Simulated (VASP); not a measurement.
Here is a VASP 6.6.1 calculation.

INCAR

```
SYSTEM = Mg4Zn3Cu13
ALGO = Normal
EDIFF = 1E-7
ENCUT = 520
GGA = PE
ISIF = 2
ISMEAR = -1
ISYM = 0
LASPH = .True.
LCHARG = .False.
LREAL = Auto
LWAVE = .False.
NBANDS = 110
NELM = 60
PREC = Accurate
SIGMA = 0.1051
```

Contents of KPOINTS:

```
Automatic mesh
0
Gamma
  1 1 1
  0.25 0.25 0.25
```

Contents of POSCAR:

```
Mg4Zn3Cu13
1.0
    6.5835890000      0.1128120000      0.0156300000
    0.1128120000      6.6643800000      0.0655730000
    0.0156300000      0.0655730000      6.8187530000
Cu Mg Zn
13 4 3
Direct
    0.9439282782      0.1872546150      0.1052209332
   -0.0293445007      0.4077028617      0.7956722226
    0.6424510994      0.4197365466      1.0128400464
    0.1742839433      0.6393060261      0.6738808002
    1.0019479568      0.9206141089      0.4708339083
    0.9266975921      0.6975552366      0.9718058312
    0.1450057244      0.8746305524      0.1548999372
    0.3946864209      0.3009240701      0.7207277573
    0.4452291207      0.1081740069      0.1456258607
    0.7269370453      0.8678356926      0.2656420293
    0.6796654870      0.0506561315      0.8546485192
    0.4990647693      0.9490272519      0.5778638783
    0.2924491016      0.4673662002      0.0776581021
    0.1642942511      0.2482916306      0.4619257882
    0.7752531856      0.6496721616      0.5992859457
    0.4219007437      0.6491096521      0.3170535176
    0.1549176043      1.0416602726      0.8201782421
    0.6976480731      0.1939081940      0.4423319951
    0.4836153664      0.7620710894      0.9499955203
    0.9402739388      0.5384433387      0.2859225394
```

Potentials or basis: VASP PAW PBE potentials, release 64 (Cu, Mg, Zn).

The run is started by

```console
$ cat potpaw_PBE.64/Cu/POTCAR potpaw_PBE.64/Mg/POTCAR potpaw_PBE.64/Zn/POTCAR > POTCAR
$ mpirun -np 1 vasp_std > vasp.out
```

Task: Estimate the largest force.

Result: 2.950 eV/Å.

Task: Estimate the pressure.

Result: 0.9 GPa.

Forces on the atoms (eV/Å):
```
Cu  -0.587  0.465  0.620
Cu  -0.111 -2.331  0.467
Cu   0.720 -0.238 -0.088
Cu   1.340  0.967 -0.248
Cu   0.529 -0.094  0.476
Cu  -0.832  0.471 -0.608
Cu   0.626 -0.006  0.468
Cu   1.380  0.869  1.178
Cu  -0.140 -0.078  0.143
Cu  -0.052  0.202 -1.168
Cu   1.041  0.725  0.258
Cu  -1.518 -0.800 -0.181
Cu  -2.108 -0.924 -1.845
Mg  -0.235  0.480 -1.298
Mg  -1.118  0.053  0.933
Mg   0.353  0.476  1.940
Mg  -0.068 -1.062 -0.050
Zn   0.842  1.064 -0.078
Zn  -0.308  0.071 -0.450
Zn   0.246 -0.311 -0.470
```

Caveat: the k points lie up to 0.95 Å⁻¹ apart.
